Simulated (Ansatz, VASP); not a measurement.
## Two plane-wave programs on SrAlO

```
Sr Al O
1.0
     3.59380    0.00000    0.00000
     0.00000    7.18760    0.00000
     0.00000    0.00000   10.33344
Sr Al O
4 4 4
Direct
  0.50000 0.00000 0.66870
  0.50000 0.50000 0.66870
  0.00000 0.25000 0.33130
  0.00000 0.75000 0.33130
  0.50000 0.00000 0.07997
  0.50000 0.50000 0.07997
  0.00000 0.25000 0.92003
  0.00000 0.75000 0.92003
  0.50000 0.25000 0.00000
  0.50000 0.75000 0.00000
  0.00000 0.50000 0.00000
  0.00000 0.00000 0.00000
```

Alike in both runs: task single point; functional PBE; k mesh 6 × 4 × 2; occupations gaussian, width 0.2 eV; no spin polarisation.

```csv
,VASP,Ansatz
version,VASP 6.6.1,Ansatz 0.2.0
potentials or method,"VASP PAW PBE potentials, release 64 (Sr_sv, Al, O), cutoff 520 eV","scalar-relativistic, plane waves, PAW"
valence electrons in the cell,76,76
```

```csv
,VASP,Ansatz,Ansatz less VASP
gap on the k mesh at the Fermi level (eV),none,none,-
pressure (GPa),0.0,0.1,+0.01
"traceless stress, the component that is largest in VASP (GPa)",0.10,0.08,-0.016
rms of the force components (eV/Å),0.007,0.008,+0.0004
```

Atom by atom the forces differ by 0.001 eV/Å (rms over components). A gap of «none» marks a metal or a gap that the smearing closes.
